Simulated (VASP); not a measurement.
# Li (Im-3m) in VASP: settings compared

The runs below take Li through relaxation of cell and atoms, with PBE, PBEsol, RPBE.

All numbers are computed with VASP 6.6.1; they aren't measurements. Logs are shortened: lines on timing, memory, paths and dates and some standing lists are left out, and cuts for length are marked.

## (1) The cell of the first run

The structure is cubic, space group Im-3m (No. 229). The conventional cell has a = 3.509 Å, b = 3.509 Å, c = 3.509 Å, α = 90.00°, β = 90.00°, γ = 90.00°. Within 4.0 Å of Li (site symmetry m-3m) lie 14 Li at 3.04 to 3.51 Å.

## (2) Relaxation of cell and atoms, PBE

INCAR

```
SYSTEM = Li
PREC = Accurate
ENCUT = 600
EDIFF = 1E-7
ISMEAR = -1
SIGMA = 0.05
LREAL = .FALSE.
LASPH = .TRUE.
NELM = 60
ALGO = Normal
ISIF = 3
LWAVE = .FALSE.
LCHARG = .FALSE.
GGA = PE
IBRION = 2
NSW = 60
EDIFFG = -0.01
```

KPOINTS

```
regular mesh
0
G
  11 11 11
  0 0 0
```

POSCAR

```
Li
1.0
   -1.7546500000      1.7546500000      1.7546500000
    1.7546500000     -1.7546500000      1.7546500000
    1.7546500000      1.7546500000     -1.7546500000
Li
1
Direct
    0.0000000000      0.0000000000      0.0000000000
```

Potentials or basis: VASP PAW PBE potentials, release 64 (Li_sv).

Launch:

```sh
cat potpaw_PBE.64/Li_sv/POTCAR > POTCAR
mpirun -np 1 vasp_std > vasp.out
```

OUTCAR:

```text
SYSTEM = Li
   PREC = Accurate
   ENCUT = 600
   EDIFF = 1E-7
   ISMEAR = -1
   LREAL = .FALSE.
   LASPH = .TRUE.
   NELM = 60
   ISIF = 3
   GGA = PE
   IBRION = 2
   NSW = 60
   EDIFFG = -0.01

 ion  position               nearest neighbor table
   1  0.000  0.000  0.000-

  LATTYP: Found a body centered cubic cell.
 ALAT       =     3.5093000000

  Lattice vectors:

 A1 = (  -1.7546500000,   1.7546500000,   1.7546500000)
 A2 = (   1.7546500000,  -1.7546500000,   1.7546500000)
 A3 = (   1.7546500000,   1.7546500000,  -1.7546500000)

Analysis of symmetry for initial positions (statically):
=====================================================================
 Subroutine PRICEL returns:
 Original cell was already a primitive cell.

 Routine SETGRP: Setting up the symmetry group for a
 body centered cubic supercell.

 Subroutine GETGRP returns: Found 48 space group operations
 (whereof 48 operations were pure point group operations)
 out of a pool of 48 trial point group operations.

The static configuration has the point symmetry O_h .

Analysis of symmetry for dynamics (positions and initial velocities):
=====================================================================
 Subroutine PRICEL returns:
 Original cell was already a primitive cell.

 Routine SETGRP: Setting up the symmetry group for a
 body centered cubic supercell.

 Subroutine GETGRP returns: Found 48 space group operations
 (whereof 48 operations were pure point group operations)
 out of a pool of 48 trial point group operations.

The dynamic configuration has the point symmetry O_h .

 Subroutine INISYM returns: Found 48 space group operations
 (whereof 48 operations are pure point group operations),
 and found     1 'primitive' translations

----------------------------------------------------------------------------------------

                                     Primitive cell

  volume of cell :      21.6088

  direct lattice vectors                    reciprocal lattice vectors
    -1.754650000  1.754650000  1.754650000     0.000000000  0.284957114  0.284957114
     1.754650000 -1.754650000  1.754650000     0.284957114  0.000000000  0.284957114
     1.754650000  1.754650000 -1.754650000     0.284957114  0.284957114  0.000000000

  length of vectors
     3.039142950  3.039142950  3.039142950     0.402990215  0.402990215  0.402990215

  position of ions in fractional coordinates (direct lattice)
     0.000000000  0.000000000  0.000000000

  ion indices of the primitive-cell ions
   primitive index   ion index
                 1           1

----------------------------------------------------------------------------------------

 KPOINTS: regular mesh

Automatic generation of k-mesh.
 Grid dimensions read from file:
 generate k-points for:   11   11   11

 Generating k-lattice:

  Cartesian coordinates                     Fractional coordinates (reciprocal lattice)
     0.000000000  0.025905192  0.025905192     0.090909091  0.000000000  0.000000000
     0.025905192  0.000000000  0.025905192     0.000000000  0.090909091  0.000000000
     0.025905192  0.025905192  0.000000000     0.000000000  0.000000000  0.090909091

  Length of vectors
     0.036635474  0.036635474  0.036635474

  Shift w.r.t. Gamma in fractional coordinates (k-lattice)
     0.000000000  0.000000000  0.000000000

 Subroutine IBZKPT returns following result:
 ===========================================

 Found     56 irreducible k-points:

 Following reciprocal coordinates:
            Coordinates               Weight
  0.000000  0.000000  0.000000      1.000000
  0.090909  0.000000  0.000000     12.000000
  0.181818  0.000000  0.000000     12.000000
  0.272727  0.000000  0.000000     12.000000
  0.363636  0.000000  0.000000     12.000000
  0.454545  0.000000  0.000000     12.000000
[... 16 lines left out ...]
  0.272727  0.181818  0.090909     48.000000
  0.363636  0.181818  0.090909     24.000000
 [... further k-points ...]
   k-points           NKPTS =     56   k-points in BZ     NKDIM =     56   number of bands    NBANDS=      5
   number of dos      NEDOS =    301   number of ions     NIONS =      1
   total plane-waves  NPLWV =  13824
   dimension x,y,z NGX =    24 NGY =   24 NGZ =   24
   dimension x,y,z NGXF=    48 NGYF=   48 NGZF=   48
   ions per type =               1
   NGX,Y,Z   is equivalent  to a cutoff of  13.13, 13.13, 13.13 a.u.
   NGXF,Y,Z  is equivalent  to a cutoff of  26.26, 26.26, 26.26 a.u.
 SYSTEM =  Li
   PREC   = accura    normal or accurate (medium, high low for compatibility)
   ISTART =      0    job   : 0-new  1-cont  2-samecut
   ICHARG =      2    charge: 1-file 2-atom 10-const
   ISPIN  =      1    spin polarized calculation?
   LNONCOLLINEAR =      F non collinear calculations
   LSORBIT =      F    spin-orbit coupling
   LASPH  =      T    aspherical Exc in radial PAW
   ENCUT  =  600.0 eV  44.10 Ry    6.64 a.u.   6.07  6.07  6.07*2*pi/ulx,y,z
   NELM   =     60;   NELMIN=  2; NELMDL= -5     # of ELM steps
   EDIFF  = 0.1E-06   stopping-criterion for ELM
   LREAL  =      F    real-space projection
   EDIFFG = -.1E-01   stopping-criterion for IOM
   NSW    =     60    number of steps for IOM
   IBRION =      2    ionic relax: 0-MD 1-quasi-New 2-CG
   NFREE  =      1    steps in history (QN), initial steepest desc. (CG)
   ISIF   =      3    stress and relaxation
   ISYM   =      2    0-nonsym 1-usesym 2-fastsym
   POTIM  = 0.5000    time-step for ionic-motion
   TEBEG  =    0.0;   TEEND  =   0.0 temperature during run
   PSTRESS=    0.0 pullay stress
   NELECT =       3.0000    total number of electrons
   NUPDOWN=      -1.0000    fix difference up-down
   EMIN   =  10.00;   EMAX   =-10.00  energy-range for DOS
   EFERMI =   0.00;   METHOD = LEGACY
   ISMEAR =    -1;   SIGMA  =   0.05  broadening in eV -4-tet -1-fermi 0-gaus
   EFERMI_NEDOS =   21; number of points for ismear=-14 and -15
   IALGO  =     38    algorithm
   IMIX   =      4    mixing-type and parameters
     AMIX     =   0.40;   BMIX     =  1.00
     AMIX_MAG =   1.60;   BMIX_MAG =  1.00
  volume/ion in A,a.u.               =      21.61       145.82
  Fermi-wavevector in a.u.,A,eV,Ry     =   0.847692  1.601906  9.776898  0.718582
  Thomas-Fermi vector in A             =   1.963238
   LORBIT       =      0    0 simple, 1 ext, 2 COOP (PROOUT), +10 PAW based schemes
   GGA     = PE    functional components
   LHFCALC =     F    Hartree Fock is set to
   AEXX    =    0.0000 exact exchange contribution
   IVDW    =     0    specifies the selected vdW correction
   LEPSILON=     F    determine dielectric tensor
   LRPA    =     F    only Hartree local field effects (RPA)
 conjugate gradient relaxation of ions
 non-spin polarized calculation
  energy-cutoff  :      600.00
  volume of cell :       21.61
 maximum number of plane-waves:       730
   NGX = 13   NGY = 13   NGZ = 13

--------------------------------------- Ionic step        1  -------------------------------------------

 number of electron       2.9999991 magnetization

 Free energy of the ion-electron system (eV)
  ---------------------------------------------------
  ext. energy  EPLUGINS =         0.00000000
  ---------------------------------------------------
  free energy    TOTEN  =        -1.90618767 eV

  energy without entropy =       -1.90247542  energy(sigma->0) =       -1.90433155

------------------------ aborting loop because EDIFF is reached ----------------------------------------

  FORCE on cell =-STRESS in cart. coord.  units (eV):
  Direction    XX          YY          ZZ          XY          YZ          ZX
  --------------------------------------------------------------------------------------
  -------------------------------------------------------------------------------------
  Total       -0.1237227     -0.1237227     -0.1237227      0.0000000      0.0000000     -0.0000000
  in kB       -9.1733607     -9.1733607     -9.1733607      0.0000000      0.0000000     -0.0000000
  external PRESSURE =      -9.1733607 kB  Pullay stress =       0.0000000 kB

 VOLUME and BASIS-vectors are now :
 -----------------------------------------------------------------------------
  energy-cutoff  :      600.00
  volume of cell :       21.61
      direct lattice vectors                 reciprocal lattice vectors
    -1.754650000  1.754650000  1.754650000     0.000000000  0.284957114  0.284957114
     1.754650000 -1.754650000  1.754650000     0.284957114  0.000000000  0.284957114
     1.754650000  1.754650000 -1.754650000     0.284957114  0.284957114  0.000000000
[... 71 lines left out ...]
 POSITION                                       TOTAL-FORCE (eV/Angst)
 -----------------------------------------------------------------------------------
      0.00000     -0.00000      0.00000         0.000000      0.000000      0.000000
 -----------------------------------------------------------------------------------
    total drift:                                0.000000      0.000000     -0.000000

  FREE ENERGIE OF THE ION-ELECTRON SYSTEM (eV)
  ---------------------------------------------------
  free  energy   TOTEN  =        -1.9110104143 eV

  energy  without entropy=       -1.9072710791  energy(sigma->0) =       -1.90914075

--------------------------------------- Ionic step        4  -------------------------------------------

 number of electron       3.0000003 magnetization

 Free energy of the ion-electron system (eV)
  ---------------------------------------------------
  ext. energy  EPLUGINS =         0.00000000
  ---------------------------------------------------
  free energy    TOTEN  =        -1.91105346 eV

  energy without entropy =       -1.90731126  energy(sigma->0) =       -1.90918236

 E-fermi :   0.6785     XC(G=0):  -7.0766

 val. band max:        0.6661554744   @ k =   0.4545   0.0000   0.0000
 cond. band min:       0.8569995757   @ k =   0.1818   0.1818   0.1818
 fundamental gap:      0.1908441012
 Fermi energy:         0.6785155603

 k-point     1 :       0.0000    0.0000    0.0000
  band No.  band energies     occupation
      1     -45.8408      2.00000
      2      -2.9172      2.00000
      3      15.4043      0.00000
      4      15.4043      0.00000
      5      15.4044      0.00000

 k-point     2 :       0.0909    0.0000    0.0000
  band No.  band energies     occupation
      1     -45.8393      2.00000
      2      -2.7609      2.00000
      3      14.3240      0.00000
      4      14.6771      0.00000
      5      15.1294      0.00000

 k-point     3 :       0.1818    0.0000    0.0000
  band No.  band energies     occupation
      1     -45.8350      2.00000
      2      -2.2888      2.00000
      3      11.6315      0.00000
      4      13.4189      0.00000
      5      14.4219      0.00000
[... 153 lines left out ...]
 k-point    23 :       0.2727    0.1818    0.0909
  band No.  band energies     occupation
      1     -45.8208      2.00000
      2       0.9701      0.00585
      3       5.2372      0.00000
      4       7.7062      0.00000
      5      10.2200      0.00000

 k-point    24 :       0.3636    0.1818    0.0909
  band No.  band energies     occupation
      1     -45.8197      2.00000
      2       1.8990      0.00000
      3       3.9719      0.00000
      4       7.4757      0.00000
      5      10.0904      0.00000

 [... further k-points ...]
[... 5 lines left out ...]
  --------------------------------------------------------------------------------------
  -------------------------------------------------------------------------------------
  Total        0.0000971      0.0000971      0.0000971      0.0000000      0.0000000     -0.0000000
  in kB        0.0077759      0.0077759      0.0077759      0.0000000      0.0000000     -0.0000000
  external PRESSURE =       0.0077759 kB  Pullay stress =       0.0000000 kB

 VOLUME and BASIS-vectors are now :
 -----------------------------------------------------------------------------
  energy-cutoff  :      600.00
  volume of cell :       20.01
      direct lattice vectors                 reciprocal lattice vectors
    -1.710130385  1.710130385  1.710130385     0.000000000  0.292375368  0.292375368
     1.710130385 -1.710130385  1.710130385     0.292375368  0.000000000  0.292375368
     1.710130385  1.710130385 -1.710130385     0.292375368  0.292375368  0.000000000

 POSITION                                       TOTAL-FORCE (eV/Angst)
 -----------------------------------------------------------------------------------
      0.00000     -0.00000      0.00000        -0.000000     -0.000000     -0.000000
 -----------------------------------------------------------------------------------
    total drift:                               -0.000000      0.000000     -0.000000

  FREE ENERGIE OF THE ION-ELECTRON SYSTEM (eV)
  ---------------------------------------------------
  free  energy   TOTEN  =        -1.9110534567 eV

  energy  without entropy=       -1.9073112585  energy(sigma->0) =       -1.90918236

 reached required accuracy - stopping structural energy minimisation
```

It took 8.2 s on 1 thread of Intel Xeon Platinum 8488C (Sapphire Rapids), shared host; peak memory 0.13 GiB.

Results:

* Free energy: -1.9111 eV
* Relaxed volume: 20.01 Å³/atom
* Relaxed cell: a = 2.962 Å, b = 2.962 Å, c = 2.962 Å, α = 109.47°, β = 109.47°, γ = 109.47°
* Space group after relaxing (to 0.05 Å): Im-3m (No. 229)
* Energy gained by relaxing: 4.9 meV/atom
* Ionic steps: 4
* Pressure after relaxing: 0.0 GPa

The path:
| step | energy change (eV) | largest force (eV/Å) | pressure (GPa) | volume (Å³) |
| --- | --- | --- | --- | --- |
| 1 | 0.0000 | 0.0000 | -0.92 | 21.61 |
| 2 | -0.0020 | 0.0000 | -0.73 | 21.22 |
| 3 | -0.0048 | 0.0000 | -0.09 | 20.15 |
| 4 | -0.0049 | 0.0000 | 0.00 | 20.01 |

Final structure:
```
CELL_PARAMETERS angstrom
-1.71013 1.71013 1.71013
1.71013 -1.71013 1.71013
1.71013 1.71013 -1.71013
ATOMIC_POSITIONS crystal
Li 0.00000 0.00000 0.00000
```

Caveat: the cutoff is under 1.25 times the usual one of these potentials, so pressure, stress and relaxed cells hold a basis-set (Pulay) error.

## (3) Relaxation of cell and atoms, PBEsol

INCAR

```
PREC = Accurate
ENCUT = 600
EDIFF = 1E-6
ISMEAR = -1
SIGMA = 0.05
LREAL = False
LASPH = True
NELM = 100
ALGO = Normal
ISIF = 3
LWAVE = False
LCHARG = False
GGA = PS
IBRION = 2
NSW = 60
EDIFFG = -0.01
```

KPOINTS

```
Automatic mesh
0
Gamma
  11 11 11
```

POSCAR is that of step 2.

Potentials or basis: VASP PAW PBE potentials, release 64 (Li_sv).

Launch:

```sh
cat potpaw_PBE.64/Li_sv/POTCAR > POTCAR
mpirun -np 1 vasp_std > vasp.out
```

Wall time 7.3 s (1 thread of Intel Xeon Platinum 8488C (Sapphire Rapids), shared host); peak memory 0.13 GiB.

It converged, with:

* Free energy: -1.9731 eV
* Relaxed volume: 19.96 Å³/atom
* Relaxed cell: a = 2.960 Å, b = 2.960 Å, c = 2.960 Å, α = 109.47°, β = 109.47°, γ = 109.47°
* Space group after relaxing (to 0.05 Å): Im-3m (No. 229)
* Energy gained by relaxing: 5.0 meV/atom
* Ionic steps: 4
* Pressure after relaxing: 0.0 GPa

The path:
```
step  energy change (eV)  largest force (eV/Å)  pressure (GPa)  volume (Å³)
   1              0.0000                0.0000           -0.92        21.61
   2             -0.0020                0.0000           -0.74        21.22
   3             -0.0048                0.0000           -0.23        20.34
   4             -0.0050                0.0000            0.02        19.96
```

Final structure:
```
Li
1.0
    -1.70872    1.70872    1.70872
     1.70872   -1.70872    1.70872
     1.70872    1.70872   -1.70872
Li
1
Cartesian
  0.0000 0.0000 0.0000
```

Levels at points of the mesh, in eV from the Fermi level:
| k point | band 1 | band 2 | band 3 | band 4 | band 5 |
| --- | --- | --- | --- | --- | --- |
| (0.00, 0.00, 0.00) | -45.90 | -3.59 | 14.77 | 14.77 | 14.77 |

Caveat: the cutoff is under 1.25 times the usual one of these potentials, so pressure, stress and relaxed cells hold a basis-set (Pulay) error; the PAW data sets were made with another functional, which shifts forces and pressure a little.

## (4) Relaxation of cell and atoms, RPBE

INCAR

```
SYSTEM = Li
PREC = Accurate
ENCUT = 600
EDIFF = 1E-6
ISMEAR = -1
SIGMA = 0.05
LREAL = .FALSE.
LASPH = .TRUE.
NELM = 80
ALGO = Normal
ISIF = 3
LWAVE = .FALSE.
LCHARG = .FALSE.
GGA = RP
IBRION = 2
NSW = 60
EDIFFG = -0.01
```

KPOINTS

```
regular mesh
0
G
  11 11 11
  0 0 0
```

POSCAR is that of step 3.

Launch:

```sh
cat potpaw_PBE.64/Li_sv/POTCAR > POTCAR
mpirun -np 1 vasp_std > vasp.out
```

Wall time 5.5 s (1 thread of Intel Xeon Platinum 8488C (Sapphire Rapids), shared host); peak memory 0.13 GiB.

Results (log left out):

```
Free energy                            : -1.8171 eV
Relaxed volume                         : 20.80 Å³/atom
Relaxed cell                           : a = 3.001 Å, b = 3.001 Å, c = 3.001 Å, α = 109.47°, β = 109.47°, γ = 109.47°
Space group after relaxing (to 0.05 Å) : Im-3m (No. 229)
Energy gained by relaxing              : 1.3 meV/atom
Ionic steps                            : 3
Pressure after relaxing                : 0.0 GPa
```

Step by step:
```
step  energy change (eV)  largest force (eV/Å)  pressure (GPa)  volume (Å³)
   1              0.0000                0.0000           -0.48        21.61
   2             -0.0005                0.0000           -0.37        21.41
   3             -0.0013                0.0000           -0.03        20.80
```

Final structure:
```xyz
1
Lattice="-1.7325 1.7325 1.7325 1.7325 -1.7325 1.7325 1.7325 1.7325 -1.7325" Properties=species:S:1:pos:R:3 pbc="T T T"
Li    0.0000    0.0000    0.0000
```

Levels at points of the mesh, in eV from the Fermi level:
```tsv
k point	band 1	band 2	band 3	band 4	band 5
(0.00, 0.00, 0.00)	-46.78	-3.56	14.56	14.56	14.56
```

Caveat: the cutoff is under 1.25 times the usual one of these potentials, so pressure, stress and relaxed cells hold a basis-set (Pulay) error; the PAW data sets were made with another functional, which shifts forces and pressure a little.

## (5) Summary

```tsv
level	gap on the mesh (eV)	pressure (GPa)	relaxed volume (Å³/atom)
PBE	none	0.0	20.01
PBEsol	none	0.0	19.96
RPBE	none	0.0	20.80
```

Alike in all rows: task relaxation of cell and atoms; potentials or basis VASP PAW PBE potentials, release 64 (Li_sv); no spin polarisation; cell relaxed; k mesh 11 × 11 × 11; cutoff (eV) 600; smearing fermi-dirac 0.05 eV.

Caveats: the cutoff is under 1.25 times the usual one of these potentials, so pressure, stress and relaxed cells hold a basis-set (Pulay) error; the PAW data sets were made with another functional, which shifts forces and pressure a little (some runs).

Absolute energies hang on the potentials; compare differences alone.

## (6) Comparison with measurements

Step 2. The cell as given is a measured one (21.61 Å³/atom); PBE puts the equilibrium volume -7.4 % from it, thermal expansion not counted.

Step 3. The cell as given is a measured one (21.61 Å³/atom); PBEsol puts the equilibrium volume -7.6 % from it, thermal expansion not counted.

Step 4. The cell as given is a measured one (21.61 Å³/atom); RPBE puts the equilibrium volume -3.7 % from it, thermal expansion not counted.
